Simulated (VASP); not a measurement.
# Sb2Se3 (Cmcm) in VASP: further runs

The runs below take Sb2Se3 through single point, with PBE.

All numbers are computed with VASP 6.6.1; they aren't measurements. Logs are shortened: lines on timing, memory, paths and dates and some standing lists are left out, and cuts for length are marked.

## (1) The cell of the first run

It takes space group Cmcm (No. 63, orthorhombic). The conventional cell has a = 17.415 Å, b = 6.152 Å, c = 5.748 Å, α = 90.00°, β = 90.00°, γ = 90.00°. Sb (site symmetry m) has 5 Se at 2.56 to 3.33 Å within 3.4 Å. Se (site symmetry m2m) has 6 Sb at 2.73 to 3.55 Å and 4 Se at 3.23 to 3.46 Å within 3.6 Å. Within 3.7 Å of Se (site symmetry m) lie 4 Sb at 2.56 to 3.33 Å and 7 Se at 3.46 to 3.62 Å.

The cell was built from a structure type or drawn by symmetry, and may not be a known phase.

## (2) Single point, PBE

INCAR reads:

```
ALGO     = Normal         # electronic algorithm
EDIFF    = 1E-6           # SCF threshold, eV
ENCUT    = 500            # plane-wave cutoff, eV
GGA      = PE             # functional
GGA_COMPAT= False        
ISIF     = 2              # what is computed and relaxed
ISMEAR   = 0              # smearing method
LASPH    = True           # aspherical terms in the spheres
LCHARG   = True           # write CHGCAR
LELF     = True           # ELF
LREAL    = False          # projectors in reciprocal space
LVHAR    = True         
LWAVE    = False          # write WAVECAR
NBANDS   = 39             # bands
NELM     = 120            # most SCF steps
PREC     = Accurate       # precision mode
SIGMA    = 0.15           # smearing width, eV
```

KPOINTS reads:

```
k-points
0
Gamma
  2 2 2
```

POSCAR reads:

```
Sb2Se3
1.0
    8.7072764013     -3.0759608857      0.0000000000
    8.7072764013      3.0759608857      0.0000000000
    0.0000000000      0.0000000000      5.7483756333
Sb Se
4 6
Direct
    0.9483901404      0.2883078975      0.2500000000
    0.0516098596      0.7116921025      0.7500000000
    0.2883078975      0.9483901404      0.7500000000
    0.7116921025      0.0516098596      0.2500000000
    0.1205111303      0.8794888697      0.2500000000
    0.8794888697      0.1205111303      0.7500000000
    0.3770237867      1.0185745127      0.2500000000
    0.6229762133     -0.0185745127      0.7500000000
    1.0185745127      0.3770237867      0.7500000000
   -0.0185745127      0.6229762133      0.2500000000
```

Potentials or basis: VASP PAW PBE potentials, release 64 (Sb, Se).

Run with:

```
$ cat potpaw_PBE.64/Sb/POTCAR potpaw_PBE.64/Se/POTCAR > POTCAR
$ mpirun -np 1 vasp_std > vasp.out
```

OUTCAR:

```text
EDIFF = 1E-6
   ENCUT = 500
   GGA = PE
   ISIF = 2
   ISMEAR = 0
   LASPH = True
   LREAL = False
   NELM = 120
   PREC = Accurate

 ion  position               nearest neighbor table
   1  0.948  0.288  0.250-   7 2.56   5 2.73   9 3.19   9 3.19   3 3.55   3 3.55
   2  0.052  0.712  0.750-   8 2.56   6 2.73  10 3.19  10 3.19   4 3.55   4 3.55
   3  0.288  0.948  0.750-   9 2.56   6 2.73   7 3.19   7 3.19   1 3.55   1 3.55
   4  0.712  0.052  0.250-  10 2.56   5 2.73   8 3.19   8 3.19   2 3.55   2 3.55
   5  0.121  0.879  0.250-   1 2.73   4 2.73
   6  0.879  0.121  0.750-   2 2.73   3 2.73
   7  0.377  0.019  0.250-   1 2.56   3 3.19   3 3.19
   8  0.623  0.981  0.750-   2 2.56   4 3.19   4 3.19
   9  0.019  0.377  0.750-   3 2.56   1 3.19   1 3.19
  10  0.981  0.623  0.250-   4 2.56   2 3.19   2 3.19

  LATTYP: Found a base centered orthorhombic cell.
 ALAT       =     6.1519217714
 B/A-ratio  =     2.8307500403
 C/A-ratio  =     0.9344032397

  Lattice vectors:

 A1 = (  -8.7072764013,  -3.0759608857,   0.0000000000)
 A2 = (   8.7072764013,  -3.0759608857,   0.0000000000)
 A3 = (   0.0000000000,   0.0000000000,   5.7483756333)

Analysis of symmetry for initial positions (statically):
=====================================================================
 Subroutine PRICEL returns:
 Original cell was already a primitive cell.

 Routine SETGRP: Setting up the symmetry group for a
 base centered orthorhombic supercell.

 Subroutine GETGRP returns: Found  8 space group operations
 (whereof  4 operations were pure point group operations)
 out of a pool of  8 trial point group operations.

The static configuration has the point symmetry C_2h.
 The point group associated with its full space group is D_2h.

Analysis of symmetry for dynamics (positions and initial velocities):
=====================================================================
 Subroutine PRICEL returns:
 Original cell was already a primitive cell.

 Routine SETGRP: Setting up the symmetry group for a
 base centered orthorhombic supercell.

 Subroutine GETGRP returns: Found  8 space group operations
 (whereof  4 operations were pure point group operations)
 out of a pool of  8 trial point group operations.

The dynamic configuration has the point symmetry C_2h.
 The point group associated with its full space group is D_2h.

 Subroutine INISYM returns: Found  8 space group operations
 (whereof  4 operations are pure point group operations),
 and found     1 'primitive' translations

----------------------------------------------------------------------------------------

                                     Primitive cell

  volume of cell :     307.9203

  direct lattice vectors                    reciprocal lattice vectors
     8.707276401 -3.075960886  0.000000000     0.057423237 -0.162550832  0.000000000
     8.707276401  3.075960886  0.000000000     0.057423237  0.162550832  0.000000000
     0.000000000  0.000000000  5.748375633     0.000000000  0.000000000  0.173962188

  length of vectors
     9.234619521  9.234619521  5.748375633     0.172395479  0.172395479  0.173962188

  position of ions in fractional coordinates (direct lattice)
     0.948390140  0.288307897  0.250000000
     0.051609860  0.711692103  0.750000000
     0.288307897  0.948390140  0.750000000
     0.711692103  0.051609860  0.250000000
     0.120511130  0.879488870  0.250000000
     0.879488870  0.120511130  0.750000000
     0.377023787  0.018574513  0.250000000
     0.622976213  0.981425487  0.750000000
     0.018574513  0.377023787  0.750000000
     0.981425487  0.622976213  0.250000000

  ion indices of the primitive-cell ions
   primitive index   ion index
                 1           1
                 2           2
                 3           3
                 4           4
                 5           5
                 6           6
                 7           7
                 8           8
                 9           9
                10          10

----------------------------------------------------------------------------------------

 KPOINTS: k-points

Automatic generation of k-mesh.
 Grid dimensions read from file:
 generate k-points for:    2    2    2

 Generating k-lattice:

  Cartesian coordinates                     Fractional coordinates (reciprocal lattice)
     0.028711619 -0.081275416  0.000000000     0.500000000  0.000000000  0.000000000
     0.028711619  0.081275416  0.000000000     0.000000000  0.500000000  0.000000000
     0.000000000  0.000000000  0.086981094     0.000000000  0.000000000  0.500000000

  Length of vectors
     0.086197739  0.086197739  0.086981094

  Shift w.r.t. Gamma in fractional coordinates (k-lattice)
     0.000000000  0.000000000  0.000000000

 Subroutine IBZKPT returns following result:
 ===========================================

 Found      6 irreducible k-points:

 Following reciprocal coordinates:
            Coordinates               Weight
  0.000000  0.000000  0.000000      1.000000
  0.500000 -0.000000  0.000000      2.000000
  0.500000  0.500000  0.000000      1.000000
  0.000000  0.000000  0.500000      1.000000
  0.500000 -0.000000  0.500000      2.000000
  0.500000  0.500000  0.500000      1.000000
   k-points           NKPTS =      6   k-points in BZ     NKDIM =      6   number of bands    NBANDS=     39
   number of dos      NEDOS =    301   number of ions     NIONS =     10
   total plane-waves  NPLWV = 205800
   dimension x,y,z NGX =    70 NGY =   70 NGZ =   42
   dimension x,y,z NGXF=   140 NGYF=  140 NGZF=   84
   ions per type =               4   6
   NGX,Y,Z   is equivalent  to a cutoff of  12.60, 12.60, 12.15 a.u.
   NGXF,Y,Z  is equivalent  to a cutoff of  25.20, 25.20, 24.29 a.u.
 SYSTEM =  unknown system
   PREC   = accura    normal or accurate (medium, high low for compatibility)
   ISTART =      0    job   : 0-new  1-cont  2-samecut
   ICHARG =      2    charge: 1-file 2-atom 10-const
   ISPIN  =      1    spin polarized calculation?
   LNONCOLLINEAR =      F non collinear calculations
   LSORBIT =      F    spin-orbit coupling
   LASPH  =      T    aspherical Exc in radial PAW
   ENCUT  =  500.0 eV  36.75 Ry    6.06 a.u.  16.84 16.84 10.48*2*pi/ulx,y,z
   NELM   =    120;   NELMIN=  2; NELMDL= -5     # of ELM steps
   EDIFF  = 0.1E-05   stopping-criterion for ELM
   LREAL  =      F    real-space projection
   EDIFFG = 0.1E-04   stopping-criterion for IOM
   NSW    =      0    number of steps for IOM
   IBRION =     -1    ionic relax: 0-MD 1-quasi-New 2-CG
   NFREE  =      0    steps in history (QN), initial steepest desc. (CG)
   ISIF   =      2    stress and relaxation
   ISYM   =      2    0-nonsym 1-usesym 2-fastsym
   POTIM  = 0.5000    time-step for ionic-motion
   TEBEG  =    0.0;   TEEND  =   0.0 temperature during run
   PSTRESS=    0.0 pullay stress
   NELECT =      56.0000    total number of electrons
   NUPDOWN=      -1.0000    fix difference up-down
   EMIN   =  10.00;   EMAX   =-10.00  energy-range for DOS
   EFERMI =   0.00;   METHOD = LEGACY
   ISMEAR =     0;   SIGMA  =   0.15  broadening in eV -4-tet -1-fermi 0-gaus
   EFERMI_NEDOS =   21; number of points for ismear=-14 and -15
   IALGO  =     38    algorithm
   IMIX   =      4    mixing-type and parameters
     AMIX     =   0.40;   BMIX     =  1.00
     AMIX_MAG =   1.60;   BMIX_MAG =  1.00
  volume/ion in A,a.u.               =      30.79       207.79
  Fermi-wavevector in a.u.,A,eV,Ry     =   0.927523  1.752765 11.705081  0.860299
  Thomas-Fermi vector in A             =   2.053602
   LORBIT       =      0    0 simple, 1 ext, 2 COOP (PROOUT), +10 PAW based schemes
   GGA     = PE    functional components
   LHFCALC =     F    Hartree Fock is set to
   AEXX    =    0.0000 exact exchange contribution
   IVDW    =     0    specifies the selected vdW correction
   LEPSILON=     F    determine dielectric tensor
   LRPA    =     F    only Hartree local field effects (RPA)
 non-spin polarized calculation
 Gauss-broadening in eV      SIGMA  =   0.15
  energy-cutoff  :      500.00
  volume of cell :      307.92
 maximum number of plane-waves:      7864
 NGX is ok and might be reduce to    70
   NGX = 33   NGY = 33   NGZ = 21

 number of electron      56.0000005 magnetization

 Free energy of the ion-electron system (eV)
  ---------------------------------------------------
  ext. energy  EPLUGINS =         0.00000000
  ---------------------------------------------------
  free energy    TOTEN  =       -37.19252779 eV

  energy without entropy =      -37.18549280  energy(sigma->0) =      -37.18901030

 E-fermi :   3.7857     XC(G=0):  -8.7022

 val. band max:        3.5917137060   @ k =   0.5000   0.5000   0.0000
 cond. band min:       3.9493324138   @ k =   0.0000   0.0000   0.0000
 fundamental gap:      0.3576187078
 Fermi energy:         3.7856756812

 k-point     1 :       0.0000    0.0000    0.0000
  band No.  band energies     occupation
      1     -10.5789      2.00000
      2      -9.3825      2.00000
      3      -9.2961      2.00000
      4      -8.8790      2.00000
      5      -8.5143      2.00000
      6      -8.1038      2.00000
[... 31 lines left out ...]
     38       7.4504      0.00000
     39       7.5415      0.00000

 k-point     2 :       0.5000   -0.0000    0.0000
  band No.  band energies     occupation
      1     -10.3880      2.00000
      2      -9.8064      2.00000
      3      -9.1022      2.00000
      4      -8.8149      2.00000
      5      -8.4686      2.00000
      6      -8.0956      2.00000
[... 31 lines left out ...]
     38       6.7242      0.00000
     39       6.7457      0.00000

 k-point     3 :       0.5000    0.5000    0.0000
  band No.  band energies     occupation
      1     -10.2816      2.00000
      2     -10.1793      2.00000
      3      -8.8085      2.00000
      4      -8.7015      2.00000
      5      -8.5889      2.00000
      6      -8.1304      2.00000
[... 31 lines left out ...]
     38       6.6982      0.00000
     39       6.7091      0.00000

 k-point     4 :       0.0000    0.0000    0.5000
  band No.  band energies     occupation
      1      -9.8495      2.00000
      2      -9.8495      2.00000
      3      -8.8889      2.00000
      4      -8.8889      2.00000
      5      -8.7544      2.00000
      6      -8.7544      2.00000
[... 31 lines left out ...]
     38       7.2505      0.00000
     39       7.2999      0.00000

 k-point     5 :       0.5000   -0.0000    0.5000
  band No.  band energies     occupation
      1      -9.6920      2.00000
      2      -9.6920      2.00000
      3      -9.1840      2.00000
      4      -9.1840      2.00000
      5      -8.6037      2.00000
      6      -8.6037      2.00000
[... 31 lines left out ...]
     38       6.5486      0.00000
     39       6.8223      0.00000

 k-point     6 :       0.5000    0.5000    0.5000
  band No.  band energies     occupation
      1      -9.6033      2.00000
      2      -9.6033      2.00000
      3      -9.4834      2.00000
      4      -9.4834      2.00000
      5      -8.3953      2.00000
      6      -8.3953      2.00000
[... 31 lines left out ...]
     38       6.1494      0.00000
     39       7.0993      0.00000

------------------------ aborting loop because EDIFF is reached ----------------------------------------

  FORCE on cell =-STRESS in cart. coord.  units (eV):
  Direction    XX          YY          ZZ          XY          YZ          ZX
  --------------------------------------------------------------------------------------
  -------------------------------------------------------------------------------------
  Total        0.0929901      0.4043045      0.1373799      0.0000000     -0.0000000      0.0000000
  in kB        0.4838479      2.1036857      0.7148182      0.0000000     -0.0000000      0.0000000
  external PRESSURE =       1.1007839 kB  Pullay stress =       0.0000000 kB

 VOLUME and BASIS-vectors are now :
 -----------------------------------------------------------------------------
  energy-cutoff  :      500.00
  volume of cell :      307.92
      direct lattice vectors                 reciprocal lattice vectors
     8.707276401 -3.075960886  0.000000000     0.057423237 -0.162550832  0.000000000
     8.707276401  3.075960886  0.000000000     0.057423237  0.162550832  0.000000000
     0.000000000  0.000000000  5.748375633     0.000000000  0.000000000  0.173962188

 POSITION                                       TOTAL-FORCE (eV/Angst)
 -----------------------------------------------------------------------------------
     10.76827     -2.03039      1.43709        -0.041945      0.062818     -0.000000
      6.64628      2.03039      4.31128         0.041945     -0.062818      0.000000
     10.76827      2.03039      4.31128        -0.041945     -0.062818      0.000000
      6.64628     -2.03039      1.43709         0.041945      0.062818      0.000000
      8.70728      2.33459      1.43709        -0.000000      0.013322      0.000000
      8.70728     -2.33459      4.31128        -0.000000     -0.013322     -0.000000
      3.44458     -1.10258      1.43709         0.034266     -0.061604     -0.000000
     13.96997      1.10258      4.31128        -0.034266      0.061604      0.000000
      3.44458      1.10258      4.31128         0.034266      0.061604     -0.000000
     13.96997     -1.10258      1.43709        -0.034266     -0.061604      0.000000
 -----------------------------------------------------------------------------------
    total drift:                                0.000000      0.000000      0.000000

  FREE ENERGIE OF THE ION-ELECTRON SYSTEM (eV)
  ---------------------------------------------------
  free  energy   TOTEN  =       -37.1925277930 eV

  energy  without entropy=      -37.1854927992  energy(sigma->0) =      -37.18901030
```

Wall time 56 s (1 thread of Intel Xeon 6975P-C (Granite Rapids), shared host); peak memory 0.48 GiB.

What came out:

```yaml
Free_energy: -37.1925 eV
Pressure: 0.1 GPa
Largest_force: 0.076 eV/Å
Band_gap_on_the_k_mesh: zero (bands 28 and 29 overlap by 0.36 eV)
```

Forces in eV/Å, atoms in the order of the input:
```
Sb  -0.042  0.063  0.000
Sb   0.042 -0.063  0.000
Sb  -0.042 -0.063  0.000
Sb   0.042  0.063  0.000
Se   0.000  0.013  0.000
Se   0.000 -0.013  0.000
Se   0.034 -0.062  0.000
Se  -0.034  0.062  0.000
Se   0.034  0.062  0.000
Se  -0.034 -0.062  0.000
```

Caveat: the k points lie up to 0.55 Å⁻¹ apart; spin-orbit coupling is left out, which moves the levels of the heavy elements.

(Part 1 of 2 ends here.)
